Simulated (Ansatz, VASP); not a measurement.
## B: VASP beside Ansatz

Contents of POSCAR:

```
B
1.0
    2.4589500000      1.4196754444      4.1935000000
   -2.4589500000      1.4196754444      4.1935000000
    0.0000000000     -2.8393508888      4.1935000000
B
12
Direct
    0.0101900000      0.6536100000      0.0101900000
    0.0101900000      0.0101900000      0.6536100000
    0.6536100000      0.0101900000      0.0101900000
    0.9898100000      0.3463900000      0.9898100000
    0.3463900000      0.9898100000      0.9898100000
    0.9898100000      0.9898100000      0.3463900000
    0.2211800000      0.6306000000      0.2211800000
    0.2211800000      0.2211800000      0.6306000000
    0.6306000000      0.2211800000      0.2211800000
    0.7788200000      0.3694000000      0.7788200000
    0.3694000000      0.7788200000      0.7788200000
    0.7788200000      0.7788200000      0.3694000000
```

The input INCAR.step1:

```
PREC = Accurate
ENCUT = 550
ISMEAR = 0
SIGMA = 0.1
LREAL = F
LASPH = T
NELM = 120
NBANDS = 30
GGA = PE
ALGO = Normal
EDIFF = 1E-5
LWAVE = T
LCHARG = F
GGA_COMPAT = F
```

INCAR.step2

```
PREC = Accurate
ENCUT = 550
EDIFF = 1E-6
ISMEAR = 0
SIGMA = 0.1
LREAL = F
LASPH = T
NELM = 120
ALGO = Normal
ISIF = 2
LWAVE = F
LCHARG = F
METAGGA = R2SCAN
LMIXTAU = T
NBANDS = 30
ISTART = 1
GGA_COMPAT = F
```

Contents of KPOINTS:

```
regular mesh
0
Gamma
  6 6 6
```

Input for Ansatz:

```yaml
crystal:
  lattice:
    - [2.45895, 1.4196754444, 4.1935]
    - [-2.45895, 1.4196754444, 4.1935]
    - [0.0, -2.8393508888, 4.1935]
  atoms:
    - { symbol: B, position: [0.01019, 0.65361, 0.01019] }
    - { symbol: B, position: [0.01019, 0.01019, 0.65361] }
    - { symbol: B, position: [0.65361, 0.01019, 0.01019] }
    - { symbol: B, position: [0.98981, 0.34639, 0.98981] }
    - { symbol: B, position: [0.34639, 0.98981, 0.98981] }
    - { symbol: B, position: [0.98981, 0.98981, 0.34639] }
    - { symbol: B, position: [0.22118, 0.6306, 0.22118] }
    - { symbol: B, position: [0.22118, 0.22118, 0.6306] }
    - { symbol: B, position: [0.6306, 0.22118, 0.22118] }
    - { symbol: B, position: [0.77882, 0.3694, 0.77882] }
    - { symbol: B, position: [0.3694, 0.77882, 0.77882] }
    - { symbol: B, position: [0.77882, 0.77882, 0.3694] }
basis:
  ecutwfc: 500
kpoints:
  mp_grid: { grid: [6, 6, 6] }
hamiltonian:
  xc: r2scan
  pseudopotentials: { kind: paw }
scf:
  occupations: { method: gaussian, width: 0.1 }
output:
  forces: true
  stress: true
  eigenvalues: true
```

Alike in both runs: task single point; functional r2SCAN; k mesh 6 × 6 × 6; occupations gaussian, width 0.1 eV; no spin polarisation.

```csv
,VASP,Ansatz
version,VASP 6.6.1,Ansatz 0.2.0
potentials or method,"VASP PAW PBE potentials, release 64 (B), cutoff 550 eV","scalar-relativistic, plane waves, PAW"
valence electrons in the cell,36,36
```

|  | VASP | Ansatz | Ansatz less VASP |
| --- | --- | --- | --- |
| gap on the k mesh at the Fermi level (eV) | 1.53 | 1.53 | -0.001 |
| least direct gap on the mesh (eV) | 1.97 | 1.97 | 0.000 |
| pressure (GPa) | -3.5 | -3.6 | -0.17 |
| traceless stress, the component that is largest in VASP (GPa) | -0.09 | -0.03 | +0.059 |
| rms of the force components (eV/Å) | 0.117 | 0.127 | +0.0095 |

VASP's potentials were made for PBE, not for r2SCAN. Atom by atom the forces differ by 0.010 eV/Å (rms over components).
